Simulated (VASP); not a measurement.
# HgTe (I-4m2) in VASP: notebook

Aim: see how the results for HgTe move with the level of theory and the settings. Levels: PBEsol+D3(BJ), PBEsol+D4, PBEsol. Tasks: single point.

Program: VASP 6.6.1. These are calculated values, not measurements. Logs are shortened: lines on timing, memory, paths and dates and some standing lists are left out, and cuts for length are marked.

## 1. The cell of the first run

The structure is tetragonal, space group I-4m2 (No. 119). The conventional cell has a = 5.696 Å, b = 5.696 Å, c = 3.148 Å, α = 90.00°, β = 90.00°, γ = 90.00°. Within 3.9 Å of Hg (site symmetry -4m2) lie 8 Te at 2.95 to 3.70 Å and 2 Hg at 3.15 Å. Within 3.9 Å of Te (site symmetry -4m2) lie 8 Hg at 2.95 to 3.70 Å and 2 Te at 3.15 Å.

## 2. Single point, PBEsol+D3(BJ)

Contents of INCAR:

```
SYSTEM = HgTe
  PREC = Accurate
  ENCUT = 520
  EDIFF = 1E-7
  ISMEAR = -1
  SIGMA = 0.05
  LREAL = .FALSE.
  LASPH = .TRUE.
  NELM = 80
  ALGO = Normal
  ISIF = 2
  LWAVE = .FALSE.
  LCHARG = .FALSE.
  GGA = PS
  IVDW = 12
  NBANDS = 16
```

Contents of KPOINTS:

```
regular mesh
0
G
  10 10 10
  0 0 0
```

Contents of POSCAR:

```
HgTe
1.0
   -2.8482418475      2.8482418475      1.5740519152
    2.8482418475     -2.8482418475      1.5740519152
    2.8482418475      2.8482418475     -1.5740519152
Hg Te
1 1
Direct
    0.7500000000      0.2500000000      0.5000000000
    0.0000000000      0.0000000000      0.0000000000
```

Potentials or basis: VASP PAW PBE potentials, release 64 (Hg, Te).

On the command line:

```sh
cat potpaw_PBE.64/Hg/POTCAR potpaw_PBE.64/Te/POTCAR > POTCAR
mpirun -np 1 vasp_std > vasp.out
```

OUTCAR:

```text
SYSTEM = HgTe
   PREC = Accurate
   ENCUT = 520
   EDIFF = 1E-7
   ISMEAR = -1
   LREAL = .FALSE.
   LASPH = .TRUE.
   NELM = 80
   ISIF = 2
   GGA = PS
   IVDW = 12
 IVDW          = 12

 ion  position               nearest neighbor table
   1  0.750  0.250  0.500-   2 2.95   2 2.95   2 2.95   2 2.95   2 3.70   2 3.70   2 3.70   2 3.70

   2  0.000  0.000  0.000-   1 2.95   1 2.95   1 2.95   1 2.95   1 3.70   1 3.70   1 3.70   1 3.70

  LATTYP: Found a body centered tetragonal cell.
 ALAT       =     5.6964836950
 C/A-ratio  =     0.5526398387

  Lattice vectors:

 A1 = (  -2.8482418475,   2.8482418475,   1.5740519152)
 A2 = (   2.8482418475,  -2.8482418475,   1.5740519152)
 A3 = (   2.8482418475,   2.8482418475,  -1.5740519152)

Analysis of symmetry for initial positions (statically):
=====================================================================
 Subroutine PRICEL returns:
 Original cell was already a primitive cell.

 Routine SETGRP: Setting up the symmetry group for a
 body centered tetragonal supercell.

 Subroutine GETGRP returns: Found  8 space group operations
 (whereof  8 operations were pure point group operations)
 out of a pool of 16 trial point group operations.

The static configuration has the point symmetry D_2d.

Analysis of symmetry for dynamics (positions and initial velocities):
=====================================================================
 Subroutine PRICEL returns:
 Original cell was already a primitive cell.

 Routine SETGRP: Setting up the symmetry group for a
 body centered tetragonal supercell.

 Subroutine GETGRP returns: Found  8 space group operations
 (whereof  8 operations were pure point group operations)
 out of a pool of 16 trial point group operations.

The dynamic configuration has the point symmetry D_2d.

 Subroutine INISYM returns: Found  8 space group operations
 (whereof  8 operations are pure point group operations),
 and found     1 'primitive' translations

----------------------------------------------------------------------------------------

                                     Primitive cell

  volume of cell :      51.0779

  direct lattice vectors                    reciprocal lattice vectors
    -2.848241848  2.848241848  1.574051915     0.000000000  0.175546891  0.317651531
     2.848241848 -2.848241848  1.574051915     0.175546891  0.000000000  0.317651531
     2.848241848  2.848241848 -1.574051915     0.175546891  0.175546891  0.000000000

  length of vectors
     4.324650584  4.324650584  4.324650584     0.362931406  0.362931406  0.248260794

  position of ions in fractional coordinates (direct lattice)
     0.750000000  0.250000000  0.500000000
[... 81 lines left out ...]
   NSW    =      0    number of steps for IOM
   IBRION =     -1    ionic relax: 0-MD 1-quasi-New 2-CG
   NFREE  =      0    steps in history (QN), initial steepest desc. (CG)
   ISIF   =      2    stress and relaxation
   ISYM   =      2    0-nonsym 1-usesym 2-fastsym
   POTIM  = 0.5000    time-step for ionic-motion
   TEBEG  =    0.0;   TEEND  =   0.0 temperature during run
   PSTRESS=    0.0 pullay stress
   NELECT =      18.0000    total number of electrons
   NUPDOWN=      -1.0000    fix difference up-down
   EMIN   =  10.00;   EMAX   =-10.00  energy-range for DOS
   EFERMI =   0.00;   METHOD = LEGACY
   ISMEAR =    -1;   SIGMA  =   0.05  broadening in eV -4-tet -1-fermi 0-gaus
   EFERMI_NEDOS =   21; number of points for ismear=-14 and -15
   IALGO  =     38    algorithm
   IMIX   =      4    mixing-type and parameters
     AMIX     =   0.40;   BMIX     =  1.00
     AMIX_MAG =   1.60;   BMIX_MAG =  1.00
  volume/ion in A,a.u.               =      25.54       172.35
  Fermi-wavevector in a.u.,A,eV,Ry     =   1.156347  2.185178 18.192864  1.337138
  Thomas-Fermi vector in A             =   2.292968
   LORBIT       =      0    0 simple, 1 ext, 2 COOP (PROOUT), +10 PAW based schemes
   GGA     = PS    functional components
   LHFCALC =     F    Hartree Fock is set to
   AEXX    =    0.0000 exact exchange contribution
   IVDW    =    12    specifies the selected vdW correction
   LEPSILON=     F    determine dielectric tensor
   LRPA    =     F    only Hartree local field effects (RPA)
 non-spin polarized calculation
  energy-cutoff  :      520.00
  volume of cell :       51.08
 maximum number of plane-waves:      1400
   NGX = 17   NGY = 17   NGZ = 17

 number of electron      18.0000005 magnetization

 Free energy of the ion-electron system (eV)
  ---------------------------------------------------
  ext. energy  EPLUGINS =         0.00000000
  ---------------------------------------------------
  free energy    TOTEN  =        -4.13152904 eV

  energy without entropy =       -4.12693418  energy(sigma->0) =       -4.12923161

 E-fermi :   5.7853     XC(G=0): -10.5988

 val. band max:        5.6830229560   @ k =   0.4000   0.1000   0.0000
 cond. band min:       5.8030441526   @ k =  -0.2000  -0.2000   0.1000
 fundamental gap:      0.1200211965
 Fermi energy:         5.7852511554

 k-point     1 :       0.0000    0.0000    0.0000
  band No.  band energies     occupation
      1      -7.5373      2.00000
      2      -2.0352      2.00000
      3      -1.5655      2.00000
      4      -1.4326      2.00000
      5      -0.9873      2.00000
      6      -0.9873      2.00000
[... 433 lines left out ...]
      3      -1.6274      2.00000
      4      -1.3071      2.00000
      5      -1.2151      2.00000
      6      -1.0798      2.00000
[... 8 lines left out ...]
     15      15.8292      0.00000
     16      17.3875      0.00000

 [... further k-points ...]

------------------------ aborting loop because EDIFF is reached ----------------------------------------

 Edisp (eV)   -0.92207

 E8    (eV) :    -0.6248

  FORCE on cell =-STRESS in cart. coord.  units (eV):
  Direction    XX          YY          ZZ          XY          YZ          ZX
  --------------------------------------------------------------------------------------
  -------------------------------------------------------------------------------------
  Total      -0.07407    -0.07407    -0.07166     0.00000     0.00000     0.00000
  in kB      -2.32351    -2.32351    -2.24770     0.00000     0.00000     0.00000
  external pressure =       -2.30 kB  Pullay stress =        0.00 kB

 VOLUME and BASIS-vectors are now :
 -----------------------------------------------------------------------------
  energy-cutoff  :      520.00
  volume of cell :       51.08
      direct lattice vectors                 reciprocal lattice vectors
    -2.848241848  2.848241848  1.574051915     0.000000000  0.175546891  0.317651531
     2.848241848 -2.848241848  1.574051915     0.175546891  0.000000000  0.317651531
     2.848241848  2.848241848 -1.574051915     0.175546891  0.175546891  0.000000000

 POSITION                                       TOTAL-FORCE (eV/Angst)
 -----------------------------------------------------------------------------------
      0.00000      2.84824      0.78703         0.000000     -0.000000      0.000000
      0.00000      0.00000      0.00000        -0.000000      0.000000     -0.000000
 -----------------------------------------------------------------------------------
    total drift:                               -0.000000      0.000000     -0.000000

  FREE ENERGIE OF THE ION-ELECTRON SYSTEM (eV)
  ---------------------------------------------------
  free  energy   TOTEN  =        -5.0535977379 eV

  energy  without entropy=       -5.0490028745  energy(sigma->0) =       -5.05130031
```

stdout:

```text
POSCAR found type information on POSCAR HgTe
 POSCAR found :  2 types and       2 ions
 scaLAPACK will be used
 -----------------------------------------------------------------------------
|                                                                             |
|                                                                             |
|     You enforced a specific xc type in the INCAR file but a different       |
|     I HOPE YOU KNOW WHAT YOU ARE DOING!                                     |
|                                                                             |
 -----------------------------------------------------------------------------

 LDA part: xc-table for (Slater+PW92), standard interpolation
 POSCAR, INCAR and KPOINTS ok, starting setup
 FFT: planning ... GRIDC
 FFT: planning ... GRID_SOFT
 FFT: planning ... GRID
 WAVECAR not read
 entering main loop
```

Wall time 42 s (1 thread of AMD EPYC 9R45 (Zen 5), shared host); peak memory 0.21 GiB.

Results:

| Property | Result |
| --- | --- |
| Free energy | -5.0536 eV |
| Pressure | -0.2 GPa |
| Band gap on the k mesh | zero (bands 9 and 10 overlap by 4.27 eV) |
| Dispersion energy per atom | -0.461 eV |

Caveat: three body term missing; the PAW data sets were made with another functional, which shifts forces and pressure a little; spin-orbit coupling is left out, which moves the levels of the heavy elements.

## 3. Single point, PBEsol+D4

This run uses another cell than the first one, of 25.84 Å³/atom.

Contents of INCAR:

```
SYSTEM = HgTe
ALGO = Normal ; EDIFF = 1E-6
ENCUT = 520 ; GGA = PS
ISIF = 2 ; ISMEAR = -1
IVDW = 13 ; LASPH = .TRUE.
LCHARG = .FALSE. ; LREAL = .FALSE.
LWAVE = .FALSE. ; NBANDS = 16
NELM = 80 ; PREC = Accurate
SIGMA = 0.05
```

Contents of KPOINTS:

```
k-points
0
G
  10 10 10
  0 0 0
```

Contents of POSCAR:

```
HgTe
1.0
   -2.8589072542      2.8589072542      1.5809576729
    2.8589072542     -2.8589072542      1.5809576729
    2.8589072542      2.8589072542     -1.5809576729
Hg Te
1 1
Direct
    0.7500000000      0.2500000000      0.5000000000
    0.0000000000      0.0000000000      0.0000000000
```

Potentials or basis: VASP PAW PBE potentials, release 64 (Hg, Te).

On the command line:

```sh
cat potpaw_PBE.64/Hg/POTCAR potpaw_PBE.64/Te/POTCAR > POTCAR
mpirun -np 1 vasp_std > vasp.out
```

Run time: 40 s. Hardware: 1 thread of AMD EPYC 9R45 (Zen 5), shared host; peak memory 0.21 GiB.

Results (log left out):

```
Free energy                : -4.7240 eV
Pressure                   : 0.2 GPa
Band gap on the k mesh     : zero (bands 9 and 10 overlap by 4.26 eV)
Dispersion energy per atom : -0.292 eV
```

Levels at points of the mesh, in eV from the Fermi level:
```csv
k point,band 5,band 6,band 7,band 8,band 9,band 10,band 11,band 12,band 13,band 14
"(0.00, 0.00, 0.00)",-6.74,-6.74,-3.06,-2.63,-2.63,2.95,4.64,7.80,7.80,8.60
"(0.50, 0.00, 0.00)",-6.91,-6.77,-4.90,-2.33,-1.63,-0.60,3.43,3.59,6.11,8.62
"(0.50, 0.50, 0.00)",-6.68,-6.62,-6.57,-0.58,2.08,2.25,2.43,3.44,8.23,9.22
"(0.50, 0.50, 0.50)",-6.68,-6.29,-5.08,-5.08,-4.77,2.43,6.06,9.46,9.46,12.62
```

Caveat: the PAW data sets were made with another functional, which shifts forces and pressure a little; spin-orbit coupling is left out, which moves the levels of the heavy elements.

[end of part 1 of 2]
